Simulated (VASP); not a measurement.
# Ti (Im-3m) in VASP: a series of runs

The runs below take Ti through single point, with PBEsol.

All numbers are computed with VASP 6.6.1; they aren't measurements. Logs are shortened: lines on timing, memory, paths and dates and some standing lists are left out, and cuts for length are marked.

### Step 1. The cell of the first run

It takes space group Im-3m (No. 229, cubic). Conventional cell: a = 3.334 Å, b = 3.334 Å, c = 3.334 Å, α = 90.00°, β = 90.00°, γ = 90.00°. Ti (site symmetry m-3m) has 14 Ti at 2.89 to 3.33 Å within 3.8 Å.

### Step 2. Single point, PBEsol, collinear spin, ferromagnetic start

INCAR reads:

```
PREC     = Accurate       # precision mode
ENCUT    = 520            # plane-wave cutoff, eV
EDIFF    = 1E-6           # SCF threshold, eV
ISMEAR   = 0              # smearing method
SIGMA    = 0.15           # smearing width, eV
LREAL    = F              # projectors in reciprocal space
LASPH    = T              # aspherical terms in the spheres
NELM     = 150            # most SCF steps
ALGO     = Fast           # electronic algorithm
ISIF     = 2              # what is computed and relaxed
LWAVE    = F              # write WAVECAR
LCHARG   = F              # write CHGCAR
ISPIN    = 2              # spin polarisation
MAGMOM   = 0.25           # initial moments
LORBIT   = 11             # projections on sites
NUPDOWN  = 0.25           # fixed moment
LMAXMIX  = 4              # l up to which the mixer works
GGA      = PS             # functional
NBANDS   = 16             # bands
```

KPOINTS reads:

```
Automatic mesh
0
Gamma
  22 22 22
```

POSCAR reads:

```
Ti
1.0
   -1.6669210723      1.6669210723      1.6669210723
    1.6669210723     -1.6669210723      1.6669210723
    1.6669210723      1.6669210723     -1.6669210723
Ti
1
Direct
    0.0000000000      0.0000000000      0.0000000000
```

Potentials or basis: VASP PAW PBE potentials, release 64 (Ti_sv).

Launch:

```sh
$ cat potpaw_PBE.64/Ti_sv/POTCAR > POTCAR
$ mpirun -np 1 vasp_std > vasp.out
```

OUTCAR:

```text
PREC = Accurate
   ENCUT = 520
   EDIFF = 1E-6
   ISMEAR = 0
   LREAL = F
   LASPH = T
   NELM = 150
   ISIF = 2
   ISPIN = 2
   LORBIT = 11
   NUPDOWN = 0.25
   GGA = PS

 ion  position               nearest neighbor table
   1  0.000  0.000  0.000-

  LATTYP: Found a body centered cubic cell.
 ALAT       =     3.3338421446

  Lattice vectors:

 A1 = (  -1.6669210723,   1.6669210723,   1.6669210723)
 A2 = (   1.6669210723,  -1.6669210723,   1.6669210723)
 A3 = (   1.6669210723,   1.6669210723,  -1.6669210723)

Analysis of symmetry for initial positions (statically):
=====================================================================
 Subroutine PRICEL returns:
 Original cell was already a primitive cell.

 Routine SETGRP: Setting up the symmetry group for a
 body centered cubic supercell.

 Subroutine GETGRP returns: Found 48 space group operations
 (whereof 48 operations were pure point group operations)
 out of a pool of 48 trial point group operations.

The static configuration has the point symmetry O_h .

Analysis of symmetry for dynamics (positions and initial velocities):
=====================================================================
 Subroutine PRICEL returns:
 Original cell was already a primitive cell.

 Routine SETGRP: Setting up the symmetry group for a
 body centered cubic supercell.

 Subroutine GETGRP returns: Found 48 space group operations
 (whereof 48 operations were pure point group operations)
 out of a pool of 48 trial point group operations.

The dynamic configuration has the point symmetry O_h .

Analysis of structural, dynamic, and magnetic symmetry:
=====================================================================
 Subroutine PRICEL returns:
 Original cell was already a primitive cell.

 Routine SETGRP: Setting up the symmetry group for a
 body centered cubic supercell.

 Subroutine GETGRP returns: Found 48 space group operations
 (whereof 48 operations were pure point group operations)
 out of a pool of 48 trial point group operations.

The overall configuration has the point symmetry O_h .

 Subroutine INISYM returns: Found 48 space group operations
 (whereof 48 operations are pure point group operations),
 and found     1 'primitive' translations

----------------------------------------------------------------------------------------

                                     Primitive cell

  volume of cell :      18.5270

  direct lattice vectors                    reciprocal lattice vectors
    -1.666921072  1.666921072  1.666921072     0.000000000  0.299954214  0.299954214
     1.666921072 -1.666921072  1.666921072     0.299954214  0.000000000  0.299954214
     1.666921072  1.666921072 -1.666921072     0.299954214  0.299954214  0.000000000

  length of vectors
     2.887191989  2.887191989  2.887191989     0.424199317  0.424199317  0.424199317

  position of ions in fractional coordinates (direct lattice)
     0.000000000  0.000000000  0.000000000

  ion indices of the primitive-cell ions
   primitive index   ion index
                 1           1

----------------------------------------------------------------------------------------

 KPOINTS: Automatic mesh

Automatic generation of k-mesh.
 Grid dimensions read from file:
 generate k-points for:   22   22   22

 Generating k-lattice:

  Cartesian coordinates                     Fractional coordinates (reciprocal lattice)
     0.000000000  0.013634282  0.013634282     0.045454545  0.000000000  0.000000000
     0.013634282  0.000000000  0.013634282     0.000000000  0.045454545  0.000000000
     0.013634282  0.013634282  0.000000000     0.000000000  0.000000000  0.045454545

  Length of vectors
     0.019281787  0.019281787  0.019281787

  Shift w.r.t. Gamma in fractional coordinates (k-lattice)
     0.000000000  0.000000000  0.000000000

 Subroutine IBZKPT returns following result:
 ===========================================

 Found    328 irreducible k-points:

 Following reciprocal coordinates:
            Coordinates               Weight
  0.000000  0.000000  0.000000      1.000000
  0.045455  0.000000  0.000000     12.000000
  0.090909  0.000000  0.000000     12.000000
  0.136364  0.000000  0.000000     12.000000
  0.181818  0.000000  0.000000     12.000000
  0.227273  0.000000  0.000000     12.000000
[... 16 lines left out ...]
  0.090909  0.090909  0.000000     24.000000
  0.136364  0.090909 -0.000000     48.000000
 [... further k-points ...]
   k-points           NKPTS =    328   k-points in BZ     NKDIM =    328   number of bands    NBANDS=     16
   number of dos      NEDOS =    301   number of ions     NIONS =      1
   total plane-waves  NPLWV =  13824
   dimension x,y,z NGX =    24 NGY =   24 NGZ =   24
   dimension x,y,z NGXF=    48 NGYF=   48 NGZF=   48
   ions per type =               1
   NGX,Y,Z   is equivalent  to a cutoff of  13.82, 13.82, 13.82 a.u.
   NGXF,Y,Z  is equivalent  to a cutoff of  27.64, 27.64, 27.64 a.u.
 SYSTEM =  unknown system
   PREC   = accura    normal or accurate (medium, high low for compatibility)
   ISTART =      0    job   : 0-new  1-cont  2-samecut
   ICHARG =      2    charge: 1-file 2-atom 10-const
   ISPIN  =      2    spin polarized calculation?
   LNONCOLLINEAR =      F non collinear calculations
   LSORBIT =      F    spin-orbit coupling
   LASPH  =      T    aspherical Exc in radial PAW
   ENCUT  =  520.0 eV  38.22 Ry    6.18 a.u.   5.37  5.37  5.37*2*pi/ulx,y,z
   NELM   =    150;   NELMIN=  2; NELMDL= -5     # of ELM steps
   EDIFF  = 0.1E-05   stopping-criterion for ELM
   LREAL  =      F    real-space projection
   EDIFFG = 0.1E-04   stopping-criterion for IOM
   NSW    =      0    number of steps for IOM
   IBRION =     -1    ionic relax: 0-MD 1-quasi-New 2-CG
   NFREE  =      0    steps in history (QN), initial steepest desc. (CG)
   ISIF   =      2    stress and relaxation
   ISYM   =      2    0-nonsym 1-usesym 2-fastsym
   POTIM  = 0.5000    time-step for ionic-motion
   TEBEG  =    0.0;   TEEND  =   0.0 temperature during run
   PSTRESS=    0.0 pullay stress
   NELECT =      12.0000    total number of electrons
   NUPDOWN=       0.2500    fix difference up-down
   EMIN   =  10.00;   EMAX   =-10.00  energy-range for DOS
   EFERMI =   0.00;   METHOD = LEGACY
   ISMEAR =     0;   SIGMA  =   0.15  broadening in eV -4-tet -1-fermi 0-gaus
   EFERMI_NEDOS =   21; number of points for ismear=-14 and -15
   IALGO  =     68    algorithm
   IMIX   =      4    mixing-type and parameters
     AMIX     =   0.40;   BMIX     =  1.00
     AMIX_MAG =   1.60;   BMIX_MAG =  1.00
  volume/ion in A,a.u.               =      18.53       125.03
  Fermi-wavevector in a.u.,A,eV,Ry     =   1.416447  2.676696 27.297655  2.006321
  Thomas-Fermi vector in A             =   2.537780
   LORBIT       =     11    0 simple, 1 ext, 2 COOP (PROOUT), +10 PAW based schemes
   GGA     = PS    functional components
   LHFCALC =     F    Hartree Fock is set to
   AEXX    =    0.0000 exact exchange contribution
   IVDW    =     0    specifies the selected vdW correction
   LEPSILON=     F    determine dielectric tensor
   LRPA    =     F    only Hartree local field effects (RPA)
 spin polarized calculation
 RMM-DIIS sequential band-by-band and
 Gauss-broadening in eV      SIGMA  =   0.15
  energy-cutoff  :      520.00
  volume of cell :       18.53
 maximum number of plane-waves:       531
 NGX is ok and might be reduce to    24
   NGX = 11   NGY = 11   NGZ = 11

 number of electron      12.0000003 magnetization       0.2500000

 Free energy of the ion-electron system (eV)
  ---------------------------------------------------
  ext. energy  EPLUGINS =         0.00000000
  ---------------------------------------------------
  free energy    TOTEN  =        -8.17455009 eV

  energy without entropy =       -8.14536380  energy(sigma->0) =       -8.15995694

 E-fermi :   7.3017     XC(G=0): -11.3261

 val. band max:        7.3152578379   @ k =   0.3636   0.1818  -0.0000
 cond. band min:       7.3062928879   @ k =  -0.3182   0.3182   0.1818
 fundamental gap:     -0.0089649501
 Fermi energy:         7.3161598020

 spin component 1

 k-point     1 :       0.0000    0.0000    0.0000
  band No.  band energies     occupation
      1     -49.1957      1.00000
      2     -25.2147      1.00000
      3     -25.2147      1.00000
      4     -25.2147      1.00000
      5       1.4153      1.00000
      6       8.1331      0.00000
[... 8 lines left out ...]
     15      29.7762      0.00000
     16      32.6757      0.00000

 k-point     2 :       0.0455    0.0000    0.0000
  band No.  band energies     occupation
      1     -49.1937      1.00000
      2     -25.2262      1.00000
      3     -25.2183      1.00000
      4     -25.2147      1.00000
      5       1.4823      1.00000
      6       8.1034      0.00000
[... 8 lines left out ...]
     15      29.8565      0.00000
     16      31.5990      0.00000
[... 387 lines left out ...]
      5       2.1890      1.00000
      6       7.8587      0.00000
[... 8 lines left out ...]
     15      28.3580      0.00000
     16      30.3681      0.00000

 k-point    24 :       0.1364    0.0909   -0.0000
  band No.  band energies     occupation
      1     -49.1609      1.00000
      2     -25.4049      1.00000
      3     -25.2645      1.00000
      4     -25.2291      1.00000
      5       2.6091      1.00000
      6       7.7070      0.00011
[... 8 lines left out ...]
     15      28.4576      0.00000
     16      30.2308      0.00000

 [... further k-points ...]

 spin component 2

 k-point     1 :       0.0000    0.0000    0.0000
  band No.  band energies     occupation
      1     -49.0434      1.00000
      2     -25.0616      1.00000
      3     -25.0616      1.00000
      4     -25.0616      1.00000
      5       1.5894      1.00000
      6       8.3332      0.00000
[... 8 lines left out ...]
     15      29.8966      0.00000
     16      32.8354      0.00000

 k-point     2 :       0.0455    0.0000    0.0000
  band No.  band energies     occupation
      1     -49.0413      1.00000
      2     -25.0731      1.00000
      3     -25.0652      1.00000
      4     -25.0616      1.00000
      5       1.6563      1.00000
      6       8.3035      0.00000
[... 8 lines left out ...]
     15      29.9820      0.00000
     16      31.8046      0.00000
[... 387 lines left out ...]
      5       2.3628      1.00000
      6       8.0574      0.00000
[... 8 lines left out ...]
     15      28.5042      0.00000
     16      30.5447      0.00000

 k-point    24 :       0.1364    0.0909   -0.0000
  band No.  band energies     occupation
      1     -49.0087      1.00000
      2     -25.2511      1.00000
      3     -25.1111      1.00000
      4     -25.0760      1.00000
      5       2.7829      1.00000
      6       7.9049      0.00000
[... 8 lines left out ...]
     15      28.6091      0.00000
     16      30.4195      0.00000

 [... further k-points ...]
[... 5 lines left out ...]
  --------------------------------------------------------------------------------------
  -------------------------------------------------------------------------------------
  Total       -1.2197450     -1.2197450     -1.2197450     -0.0000000     -0.0000000      0.0000000
  in kB     -105.4810705   -105.4810705   -105.4810705     -0.0000000     -0.0000000      0.0000000
  external PRESSURE =    -105.4810705 kB  Pullay stress =       0.0000000 kB

 VOLUME and BASIS-vectors are now :
 -----------------------------------------------------------------------------
  energy-cutoff  :      520.00
  volume of cell :       18.53
      direct lattice vectors                 reciprocal lattice vectors
    -1.666921072  1.666921072  1.666921072     0.000000000  0.299954214  0.299954214
     1.666921072 -1.666921072  1.666921072     0.299954214  0.000000000  0.299954214
     1.666921072  1.666921072 -1.666921072     0.299954214  0.299954214  0.000000000

 POSITION                                       TOTAL-FORCE (eV/Angst)
 -----------------------------------------------------------------------------------
      0.00000      0.00000      0.00000         0.000000     -0.000000      0.000000
 -----------------------------------------------------------------------------------
    total drift:                                0.000000      0.000000      0.000000

  FREE ENERGIE OF THE ION-ELECTRON SYSTEM (eV)
  ---------------------------------------------------
  free  energy   TOTEN  =        -8.1745500879 eV

  energy  without entropy=       -8.1453638010  energy(sigma->0) =       -8.15995694

 total charge

# of ion       s       p       d       tot
------------------------------------------
    1        2.232   6.101   1.863  10.196

 magnetization (x)

# of ion       s       p       d       tot
------------------------------------------
    1        0.001   0.013   0.158   0.172
```

It took 1.9 min on 1 thread of Intel Xeon Platinum 8375C at 2.90GHz (Ice Lake), shared host; peak memory 0.26 GiB.

What came out:

```yaml
Free_energy: -8.1746 eV
Pressure: -10.5 GPa
Net_moment: 0.25 μB per cell
Site_moments: Ti +0.17 μB
Valence_electrons_inside_the_program's_atomic_spheres: Ti 10.20
```

Caveat: the PAW data sets were made with another functional, which shifts forces and pressure a little; the total moment is fixed, so each spin has its own Fermi level.

### Step 3. Single point, PBEsol, collinear spin, ferromagnetic start

INCAR reads:

```
PREC = Accurate
ENCUT = 520
EDIFF = 1E-6
ISMEAR = 0
SIGMA = 0.15
LREAL = F
LASPH = T
NELM = 150
ALGO = Normal
ISIF = 2
LWAVE = F
LCHARG = F
ISPIN = 2
MAGMOM = 1
LORBIT = 11
NUPDOWN = 1.0
LMAXMIX = 4
GGA = PS
NBANDS = 16
```

KPOINTS is that of step 2.

POSCAR is that of step 2.

Potentials or basis: VASP PAW PBE potentials, release 64 (Ti_sv).

Launch:

```sh
$ cat potpaw_PBE.64/Ti_sv/POTCAR > POTCAR
$ mpirun -np 1 vasp_std > vasp.out
```

Wall time 83 s (1 thread of Intel Xeon Platinum 8375C at 2.90GHz (Ice Lake), shared host); peak memory 0.26 GiB.

It converged, with:

| Item | Value |
| --- | --- |
| Free energy | -8.1626 eV |
| Pressure | -8.8 GPa |
| Net moment | 1.00 μB per cell |
| Site moments | Ti +0.69 μB |
| Valence electrons inside the program's atomic spheres | Ti 10.20 |

Caveat: the PAW data sets were made with another functional, which shifts forces and pressure a little; the total moment is fixed, so each spin has its own Fermi level.

### Step 4. Single point, PBEsol, collinear spin, ferromagnetic start

INCAR reads:

```
  ALGO = Normal
  EDIFF = 1E-6
  ENCUT = 520
  GGA = PS
  ISIF = 2
  ISMEAR = 0
  ISPIN = 2
  LASPH = True
  LCHARG = True
  LELF = True
  LMAXMIX = 4
  LORBIT = 11
  LREAL = False
  LVHAR = True
  LWAVE = False
  MAGMOM = 0.125
  NBANDS = 16
  NELM = 150
  NUPDOWN = 0.125
  PREC = Accurate
  SIGMA = 0.15
```

KPOINTS reads:

```
k-points
0
Gamma
  22 22 22
```

POSCAR is that of step 3.

Launch:

```sh
$ cat potpaw_PBE.64/Ti_sv/POTCAR > POTCAR
$ mpirun -np 1 vasp_std > vasp.out
```

Run time: 75 s. Hardware: 1 thread of Intel Xeon Platinum 8375C at 2.90GHz (Ice Lake), shared host; peak memory 0.26 GiB.

It converged, with:

```yaml
Free_energy: -8.1752 eV
Pressure: -10.6 GPa
Net_moment: 0.12 μB per cell
Site_moments: Ti +0.09 μB
Valence_electrons_inside_the_program's_atomic_spheres: Ti 10.20
```

Caveat: the PAW data sets were made with another functional, which shifts forces and pressure a little; the total moment is fixed, so each spin has its own Fermi level.

### Step 5. Summary

| fixed moment (μB) | pressure (GPa) | moment (μB) |
| --- | --- | --- |
| 0.25 | -10.5 | 0.25 |
| 1.0 | -8.8 | 1.00 |
| 0.125 | -10.6 | 0.12 |

Alike in all rows: task single point; level PBEsol; potentials or basis VASP PAW PBE potentials, release 64 (Ti_sv); spin collinear, ferromagnetic start; cell as given; k mesh 22 × 22 × 22; cutoff (eV) 520; smearing gaussian 0.15 eV.

Caveats: the PAW data sets were made with another functional, which shifts forces and pressure a little; the total moment is fixed, so each spin has its own Fermi level.

Absolute energies hang on the potentials; compare differences alone.
